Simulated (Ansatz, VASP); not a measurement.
BeRhS3: VASP beside Ansatz

```
Be Rh S
1.0
     4.34370    0.00000    0.00000
    -2.17185    3.76175    0.00000
     0.00000    0.00000    6.36854
Be Rh S
1 1 3
Direct
  0.00000 0.00000 0.50000
  0.00000 0.00000 0.00000
  0.50000 0.00000 0.50000
  0.00000 0.50000 0.50000
  0.50000 0.50000 0.50000
```

Alike in both runs: task single point; functional PBE; k mesh 6 × 6 × 4; occupations gaussian, width 0.1 eV; collinear spin.

|  | VASP | Ansatz |
| --- | --- | --- |
| version | VASP 6.6.1 | Ansatz 0.2.0 |
| potentials or method | VASP PAW PBE potentials, release 64 (Be, Rh_pv, S), cutoff 520 eV | scalar-relativistic, plane waves, PAW |
| valence electrons in the cell | 35 | 37 |

Ansatz gave:

* gap on the k mesh at the Fermi level (eV): none
* pressure (GPa): 15.6
* traceless stress, the component that is largest in VASP (GPa): -22.14
* net moment per atom (μB): 0.34
* size of the moment on the site where the two differ most (μB): 1.40

Task: Which values does VASP return?

Result: gap on the k mesh at the Fermi level (eV): none; pressure (GPa): 15.3; traceless stress, the component that is largest in VASP (GPa): -21.96; net moment per atom (μB): 0.33; size of the moment on the site where the two differ most (μB): 1.36.

Site moments also hang on the region over which each program counts them. A gap of «none» marks a metal or a gap that the smearing closes. With one functional, cell and mesh, what is left measures potentials, basis and numerics. VASP's potentials hold 35 valence electrons a cell and Ansatz's 37, so a difference there can come from the potentials and not from the codes.
